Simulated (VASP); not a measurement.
# TaAl2 (P6/mmm) in VASP: further runs

TaAl2 is run at these levels: PBE; tasks: single point, relaxation of cell and atoms.

All numbers are computed with VASP 6.6.1; they aren't measurements. Logs are shortened: lines on timing, memory, paths and dates and some standing lists are left out, and cuts for length are marked.

**1. The cell of the first run**

It takes space group P6/mmm (No. 191, hexagonal). Conventional cell: a = 4.451 Å, b = 4.451 Å, c = 2.839 Å, α = 90.00°, β = 90.00°, γ = 120.00°. Ta (site symmetry 6/mmm) has 2 Ta at 2.84 Å and 12 Al at 2.94 Å within 3.7 Å. Al (site symmetry -6m2) has 5 Al at 2.57 to 2.84 Å and 6 Ta at 2.94 Å within 3.4 Å.

**2. Single point, PBE**

The input, INCAR:

```
SYSTEM = TaAl2
PREC = Accurate
ENCUT = 520
EDIFF = 1E-6
ISMEAR = 0
SIGMA = 0.1
LREAL = .False.
LASPH = .True.
NELM = 80
ALGO = Normal
ISIF = 2
LWAVE = .False.
LCHARG = .False.
GGA = PE
NBANDS = 16
```

The input, KPOINTS:

```
regular mesh
0
Gamma
  6 6 4
  0 0 0
```

The input, POSCAR:

```
TaAl2
1.0
    4.4512863687      0.0000000000      0.0000000000
   -2.2256431844      3.8549270748      0.0000000000
    0.0000000000      0.0000000000      2.8392536504
Ta Al
1 2
Direct
    0.0000000000      0.0000000000      0.0000000000
    0.3333333333      0.6666666667      0.5000000000
    0.6666666667      0.3333333333      0.5000000000
```

Potentials or basis: VASP PAW PBE potentials, release 64 (Ta_pv, Al).

The run is started by

```console
$ cat potpaw_PBE.64/Ta_pv/POTCAR potpaw_PBE.64/Al/POTCAR > POTCAR
$ mpirun -np 1 vasp_std > vasp.out
```

OUTCAR:

```text
SYSTEM = TaAl2
   PREC = Accurate
   ENCUT = 520
   EDIFF = 1E-6
   ISMEAR = 0
   LREAL = .False.
   LASPH = .True.
   NELM = 80
   ISIF = 2
   GGA = PE

 ion  position               nearest neighbor table
   1  0.000  0.000  0.000-   2 2.94   3 2.94   2 2.94   3 2.94   3 2.94   3 2.94   2 2.94   2 2.94
                             3 2.94   3 2.94   2 2.94   2 2.94
   2  0.333  0.667  0.500-   3 2.57   3 2.57   3 2.57   1 2.94   1 2.94   1 2.94   1 2.94   1 2.94
                             1 2.94
   3  0.667  0.333  0.500-   2 2.57   2 2.57   2 2.57   1 2.94   1 2.94   1 2.94   1 2.94   1 2.94
                             1 2.94

  LATTYP: Found a hexagonal cell.
 ALAT       =     4.4512863687
 C/A-ratio  =     0.6378501438

  Lattice vectors:

 A1 = (   4.4512863687,   0.0000000000,   0.0000000000)
 A2 = (  -2.2256431844,   3.8549270748,   0.0000000000)
 A3 = (   0.0000000000,   0.0000000000,   2.8392536504)

Analysis of symmetry for initial positions (statically):
=====================================================================
 Subroutine PRICEL returns:
 Original cell was already a primitive cell.

 Routine SETGRP: Setting up the symmetry group for a
 hexagonal supercell.

 Subroutine GETGRP returns: Found 24 space group operations
 (whereof 24 operations were pure point group operations)
 out of a pool of 24 trial point group operations.

The static configuration has the point symmetry D_6h.

Analysis of symmetry for dynamics (positions and initial velocities):
=====================================================================
 Subroutine PRICEL returns:
 Original cell was already a primitive cell.

 Routine SETGRP: Setting up the symmetry group for a
 hexagonal supercell.

 Subroutine GETGRP returns: Found 24 space group operations
 (whereof 24 operations were pure point group operations)
 out of a pool of 24 trial point group operations.

The dynamic configuration has the point symmetry D_6h.

 Subroutine INISYM returns: Found 24 space group operations
 (whereof 24 operations are pure point group operations),
 and found     1 'primitive' translations

----------------------------------------------------------------------------------------

                                     Primitive cell

  volume of cell :      48.7198

  direct lattice vectors                    reciprocal lattice vectors
     4.451286369  0.000000000  0.000000000     0.224654160  0.129704140  0.000000000
    -2.225643184  3.854927075  0.000000000     0.000000000  0.259408279  0.000000000
     0.000000000  0.000000000  2.839253650     0.000000000  0.000000000  0.352205235

  length of vectors
     4.451286369  4.451286369  2.839253650     0.259408279  0.259408279  0.352205235

  position of ions in fractional coordinates (direct lattice)
     0.000000000  0.000000000  0.000000000
     0.333333333  0.666666667  0.500000000
     0.666666667  0.333333333  0.500000000

  ion indices of the primitive-cell ions
   primitive index   ion index
                 1           1
                 2           2
                 3           3

----------------------------------------------------------------------------------------

 KPOINTS: regular mesh

Automatic generation of k-mesh.
 Grid dimensions read from file:
 generate k-points for:    6    6    4

 Generating k-lattice:

  Cartesian coordinates                     Fractional coordinates (reciprocal lattice)
     0.037442360  0.021617357  0.000000000     0.166666667  0.000000000  0.000000000
     0.000000000  0.043234713  0.000000000     0.000000000  0.166666667  0.000000000
     0.000000000  0.000000000  0.088051309     0.000000000  0.000000000  0.250000000

  Length of vectors
     0.043234713  0.043234713  0.088051309

  Shift w.r.t. Gamma in fractional coordinates (k-lattice)
     0.000000000  0.000000000  0.000000000

 Subroutine IBZKPT returns following result:
 ===========================================

 Found     21 irreducible k-points:

 Following reciprocal coordinates:
            Coordinates               Weight
  0.000000  0.000000  0.000000      1.000000
  0.166667 -0.000000  0.000000      6.000000
  0.333333 -0.000000  0.000000      6.000000
  0.500000 -0.000000  0.000000      3.000000
  0.166667  0.166667  0.000000      6.000000
  0.333333  0.166667  0.000000     12.000000
[... 13 lines left out ...]
  0.333333  0.166667  0.500000     12.000000
  0.333333  0.333333  0.500000      2.000000
   k-points           NKPTS =     21   k-points in BZ     NKDIM =     21   number of bands    NBANDS=     16
   number of dos      NEDOS =    301   number of ions     NIONS =      3
   total plane-waves  NPLWV =  31104
   dimension x,y,z NGX =    36 NGY =   36 NGZ =   24
   dimension x,y,z NGXF=    72 NGYF=   72 NGZF=   48
   ions per type =               1   2
   NGX,Y,Z   is equivalent  to a cutoff of  13.45, 13.45, 14.05 a.u.
   NGXF,Y,Z  is equivalent  to a cutoff of  26.89, 26.89, 28.11 a.u.
 SYSTEM =  TaAl2
   PREC   = accura    normal or accurate (medium, high low for compatibility)
   ISTART =      0    job   : 0-new  1-cont  2-samecut
   ICHARG =      2    charge: 1-file 2-atom 10-const
   ISPIN  =      1    spin polarized calculation?
   LNONCOLLINEAR =      F non collinear calculations
   LSORBIT =      F    spin-orbit coupling
   LASPH  =      T    aspherical Exc in radial PAW
   ENCUT  =  520.0 eV  38.22 Ry    6.18 a.u.   8.28  8.28  5.28*2*pi/ulx,y,z
   NELM   =     80;   NELMIN=  2; NELMDL= -5     # of ELM steps
   EDIFF  = 0.1E-05   stopping-criterion for ELM
   LREAL  =      F    real-space projection
   EDIFFG = 0.1E-04   stopping-criterion for IOM
   NSW    =      0    number of steps for IOM
   IBRION =     -1    ionic relax: 0-MD 1-quasi-New 2-CG
   NFREE  =      0    steps in history (QN), initial steepest desc. (CG)
   ISIF   =      2    stress and relaxation
   ISYM   =      2    0-nonsym 1-usesym 2-fastsym
   POTIM  = 0.5000    time-step for ionic-motion
   TEBEG  =    0.0;   TEEND  =   0.0 temperature during run
   PSTRESS=    0.0 pullay stress
   NELECT =      17.0000    total number of electrons
   NUPDOWN=      -1.0000    fix difference up-down
   EMIN   =  10.00;   EMAX   =-10.00  energy-range for DOS
   EFERMI =   0.00;   METHOD = LEGACY
   ISMEAR =     0;   SIGMA  =   0.10  broadening in eV -4-tet -1-fermi 0-gaus
   EFERMI_NEDOS =   21; number of points for ismear=-14 and -15
   IALGO  =     38    algorithm
   IMIX   =      4    mixing-type and parameters
     AMIX     =   0.40;   BMIX     =  1.00
     AMIX_MAG =   1.60;   BMIX_MAG =  1.00
  volume/ion in A,a.u.               =      16.24       109.59
  Fermi-wavevector in a.u.,A,eV,Ry     =   1.152540  2.177984 18.073264  1.328347
  Thomas-Fermi vector in A             =   2.289190
   LORBIT       =      0    0 simple, 1 ext, 2 COOP (PROOUT), +10 PAW based schemes
   GGA     = PE    functional components
   LHFCALC =     F    Hartree Fock is set to
   AEXX    =    0.0000 exact exchange contribution
   IVDW    =     0    specifies the selected vdW correction
   LEPSILON=     F    determine dielectric tensor
   LRPA    =     F    only Hartree local field effects (RPA)
 non-spin polarized calculation
 Gauss-broadening in eV      SIGMA  =   0.10
  energy-cutoff  :      520.00
  volume of cell :       48.72
 maximum number of plane-waves:      1337
 NGX is ok and might be reduce to    36
   NGX = 17   NGY = 17   NGZ = 11

 number of electron      16.9999999 magnetization

 Free energy of the ion-electron system (eV)
  ---------------------------------------------------
  ext. energy  EPLUGINS =         0.00000000
  ---------------------------------------------------
  free energy    TOTEN  =       -19.68833095 eV

  energy without entropy =      -19.67935195  energy(sigma->0) =      -19.68384145

 E-fermi :   7.7222     XC(G=0): -11.2551

 val. band max:        7.6630285608   @ k =   0.3333  -0.0000   0.0000
 cond. band min:       7.7637369689   @ k =   0.1667   0.1667   0.0000
 fundamental gap:      0.1007084081
 Fermi energy:         7.7222086606

 k-point     1 :       0.0000    0.0000    0.0000
  band No.  band energies     occupation
      1     -26.7154      2.00000
      2     -26.7154      2.00000
      3     -26.1674      2.00000
      4      -2.9639      2.00000
      5       3.9047      2.00000
      6       3.9047      2.00000
[... 8 lines left out ...]
     15      14.5920      0.00000
     16      14.8144      0.00000

 k-point     2 :       0.1667   -0.0000    0.0000
  band No.  band energies     occupation
      1     -26.7188      2.00000
      2     -26.7162      2.00000
      3     -26.1673      2.00000
      4      -2.6404      2.00000
      5       2.8998      2.00000
      6       4.0691      2.00000
[... 8 lines left out ...]
     15      15.1401      0.00000
     16      15.6404      0.00000

 k-point     3 :       0.3333   -0.0000    0.0000
  band No.  band energies     occupation
      1     -26.7257      2.00000
      2     -26.7178      2.00000
      3     -26.1670      2.00000
      4      -1.7119      2.00000
      5       1.3064      2.00000
      6       4.1223      2.00000
[... 8 lines left out ...]
     15      15.3405      0.00000
     16      16.3487      0.00000

 k-point     4 :       0.5000   -0.0000    0.0000
  band No.  band energies     occupation
      1     -26.7292      2.00000
      2     -26.7186      2.00000
      3     -26.1669      2.00000
      4      -0.3384      2.00000
      5      -0.2900      2.00000
      6       3.7523      2.00000
[... 8 lines left out ...]
     15      15.0492      0.00000
     16      17.1773      0.00000
[... 267 lines left out ...]
 k-point    19 :       0.1667    0.1667    0.5000
  band No.  band energies     occupation
      1     -27.0109      2.00000
      2     -26.6215      2.00000
      3     -26.6179      2.00000
      4       1.7307      2.00000
      5       2.7589      2.00000
      6       4.1254      2.00000
[... 8 lines left out ...]
     15      13.5392      0.00000
     16      15.2575      0.00000

 k-point    20 :       0.3333    0.1667    0.5000
  band No.  band energies     occupation
      1     -27.0100      2.00000
      2     -26.6245      2.00000
      3     -26.6197      2.00000
      4       1.8811      2.00000
      5       3.3835      2.00000
      6       3.8697      2.00000
[... 8 lines left out ...]
     15      14.6208      0.00000
     16      15.9314      0.00000

 k-point    21 :       0.3333    0.3333    0.5000
  band No.  band energies     occupation
      1     -27.0097      2.00000
      2     -26.6229      2.00000
      3     -26.6229      2.00000
      4       2.4324      2.00000
      5       2.4324      2.00000
      6       4.6816      2.00000
[... 8 lines left out ...]
     15      15.2561      0.00000
     16      16.5703      0.00000

------------------------ aborting loop because EDIFF is reached ----------------------------------------

  FORCE on cell =-STRESS in cart. coord.  units (eV):
  Direction    XX          YY          ZZ          XY          YZ          ZX
  --------------------------------------------------------------------------------------
  -------------------------------------------------------------------------------------
  Total        0.0340043      0.0340043      0.0187699     -0.0000000      0.0000000     -0.0000000
  in kB        1.1182500      1.1182500      0.6172563     -0.0000000      0.0000000     -0.0000000
  external PRESSURE =       0.9512521 kB  Pullay stress =       0.0000000 kB

 VOLUME and BASIS-vectors are now :
 -----------------------------------------------------------------------------
  energy-cutoff  :      520.00
  volume of cell :       48.72
      direct lattice vectors                 reciprocal lattice vectors
     4.451286369  0.000000000  0.000000000     0.224654160  0.129704140  0.000000000
    -2.225643184  3.854927075  0.000000000     0.000000000  0.259408279  0.000000000
     0.000000000  0.000000000  2.839253650     0.000000000  0.000000000  0.352205235

 POSITION                                       TOTAL-FORCE (eV/Angst)
 -----------------------------------------------------------------------------------
      0.00000      0.00000      0.00000         0.000000      0.000000     -0.000000
     -0.00000      2.56995      1.41963        -0.000000      0.000000      0.000000
      2.22564      1.28498      1.41963         0.000000     -0.000000     -0.000000
 -----------------------------------------------------------------------------------
    total drift:                               -0.000000     -0.000000      0.000000

  FREE ENERGIE OF THE ION-ELECTRON SYSTEM (eV)
  ---------------------------------------------------
  free  energy   TOTEN  =       -19.6883309547 eV

  energy  without entropy=      -19.6793519533  energy(sigma->0) =      -19.68384145
```

Run time: 42 s. Hardware: 1 thread of AMD EPYC 7R13, shared host; peak memory 0.15 GiB.

What came out:

- Free energy: -19.6883 eV
- Pressure: 0.1 GPa

Caveat: the k points lie up to 0.55 Å⁻¹ apart; spin-orbit coupling is left out, which moves the levels of the heavy elements.

**3. Single point, PBE**

This run uses another cell than the first one, of 16.33 Å³/atom, 1.006 times its volume.

INCAR: that of step 2 with these lines changed.

```diff
@@ -8,3 +8,3 @@
 LASPH = .True.
-NELM = 80
+NELM = 100
 ALGO = Normal
```

The input, KPOINTS:

```
Automatic mesh
0
Gamma
  6 6 6
  0 0 0
```

The input, POSCAR:

```
TaAl2
1.0
    4.5041163780      0.0000000000      0.0000000000
   -2.2520581890      3.9006792049      0.0000000000
    0.0000000000      0.0000000000      2.7890741614
Ta Al
1 2
Direct
    0.0000000000      0.0000000000      0.0000000000
    0.3333333333      0.6666666667      0.5000000000
    0.6666666667      0.3333333333      0.5000000000
```

Potentials or basis: VASP PAW PBE potentials, release 64 (Ta_pv, Al).

The run is started by

```console
$ cat potpaw_PBE.64/Ta_pv/POTCAR potpaw_PBE.64/Al/POTCAR > POTCAR
$ mpirun -np 1 vasp_std > vasp.out
```

Run time: 62 s. Hardware: 1 thread of AMD EPYC 7R13, shared host; peak memory 0.16 GiB.

The run converged. Its results:

| Item | Value |
| --- | --- |
| Free energy | -19.7081 eV |
| Pressure | 0.0 GPa |

Levels at points of the mesh, in eV from the Fermi level:
| k point | band 6 | band 7 | band 8 | band 9 | band 10 | band 11 | band 12 | band 13 |
| --- | --- | --- | --- | --- | --- | --- | --- | --- |
| (0.00, 0.00, 0.00) | -3.66 | -2.48 | -0.98 | 0.76 | 0.76 | 3.67 | 3.67 | 5.67 |
| (0.50, 0.00, 0.00) | -3.79 | -2.88 | -0.68 | -0.25 | 3.07 | 3.52 | 4.81 | 5.99 |
| (0.00, 0.00, 0.50) | -2.37 | -2.37 | -0.38 | -0.38 | 1.38 | 1.38 | 2.11 | 5.71 |
| (0.50, 0.00, 0.50) | -3.19 | -3.00 | -2.80 | 0.72 | 1.42 | 2.95 | 2.98 | 3.69 |

Caveat: the k points lie up to 0.38 Å⁻¹ apart; spin-orbit coupling is left out, which moves the levels of the heavy elements.

**4. Relaxation of cell and atoms, PBE**

This run uses another cell than the first one, of 14.99 Å³/atom, 0.923 times its volume.

The input, INCAR:

```
SYSTEM = TaAl2
ALGO = Normal
EDIFF = 1E-6
EDIFFG = -0.04
ENCUT = 600
GGA = PE
IBRION = 2
ISIF = 3
ISMEAR = 0
LASPH = .TRUE.
LCHARG = .FALSE.
LREAL = .FALSE.
LWAVE = .FALSE.
NELM = 80
NSW = 90
PREC = Accurate
SIGMA = 0.1
```

The input, KPOINTS:

```
k-points
0
G
  6 6 4
  0 0 0
```

The input, POSCAR:

```
TaAl2
1.0
    3.6287522400      0.0000000000      0.0000000000
   -1.8143761200      3.1425916200      0.0000000000
    0.0000000000      0.0000000000      3.9434173800
Ta Al
1 2
Direct
    0.0000000000      0.0000000000      0.0000000000
    0.3333333300      0.6666666700      0.5000000000
    0.6666666700      0.3333333300      0.5000000000
```

The run is started by

```console
$ cat potpaw_PBE.64/Ta_pv/POTCAR potpaw_PBE.64/Al/POTCAR > POTCAR
$ mpirun -np 1 vasp_std > vasp.out
```

It took 5.3 min on 1 thread of AMD EPYC 7R13, shared host; peak memory 0.16 GiB.

The run converged. Its results:

```
Free energy                            : -19.6861 eV
Relaxed volume                         : 16.24 Å³/atom
Relaxed cell                           : a = 4.451 Å, b = 4.451 Å, c = 2.840 Å, α = 90.00°, β = 90.00°, γ = 120.00°
Space group after relaxing (to 0.05 Å) : P6/mmm (No. 191)
Energy gained by relaxing              : 1158.5 meV/atom
Ionic steps                            : 15
Pressure after relaxing                : 0.0 GPa
```

Stress tensor (GPa, compression positive):
```
 0.09  0.00  0.00
 0.00  0.09  0.00
 0.00  0.00 -0.03
```

The path:
| step | energy change (eV) | largest force (eV/Å) | pressure (GPa) | volume (Å³) |
| --- | --- | --- | --- | --- |
| 1 | 0.0000 | 0.0000 | 31.52 | 44.97 |
| 2 | -1.5239 | 0.0000 | -19.62 | 64.92 |
| 3 | -2.0685 | 0.0000 | -9.66 | 56.44 |
| 4 | -2.7026 | 0.0000 | -1.91 | 50.53 |
| 5 | -3.0830 | 0.0000 | 5.53 | 47.23 |
| 6 | -2.4924 | 0.0000 | 40.20 | 40.45 |
| 7 | -3.2157 | 0.0000 | 11.25 | 45.45 |
| 8 | -3.2245 | 0.0000 | 13.99 | 44.75 |
| 9 | -3.2919 | 0.0000 | 13.54 | 45.17 |
| 10 | -3.3338 | 0.0000 | 13.07 | 45.04 |
| 11 | -3.4686 | 0.0000 | 2.32 | 47.96 |
| 12 | -3.4736 | 0.0000 | -0.05 | 48.73 |
| 13 | -3.4736 | 0.0000 | 0.18 | 48.66 |
| 14 | -3.4747 | 0.0000 | 0.11 | 48.69 |
| 15 | -3.4754 | 0.0000 | 0.05 | 48.72 |

Final structure:
```
CELL_PARAMETERS angstrom
4.45061 0.00000 0.00000
-2.22531 3.85434 0.00000
0.00000 0.00000 2.84036
ATOMIC_POSITIONS crystal
Ta 0.00000 0.00000 0.00000
Al 0.33333 0.66667 0.50000
Al 0.66667 0.33333 0.50000
```

Levels at points of the mesh, in eV from the Fermi level:
| k point | band 7 | band 8 | band 9 | band 10 | band 11 | band 12 |
| --- | --- | --- | --- | --- | --- | --- |
| (0.00, 0.00, 0.00) | -2.68 | -0.87 | 0.68 | 0.68 | 3.14 | 3.14 |
| (0.50, 0.00, 0.00) | -3.02 | -0.75 | -0.36 | 2.44 | 2.97 | 4.88 |
| (0.00, 0.00, 0.50) | -2.58 | -0.68 | -0.68 | 1.05 | 1.05 | 2.12 |
| (0.50, 0.00, 0.50) | -3.23 | -3.22 | 0.51 | 1.18 | 2.61 | 2.81 |

Caveat: the k points lie up to 0.55 Å⁻¹ apart in the final cell; spin-orbit coupling is left out, which moves the levels of the heavy elements.

(Part 1 of 2 ends here.)
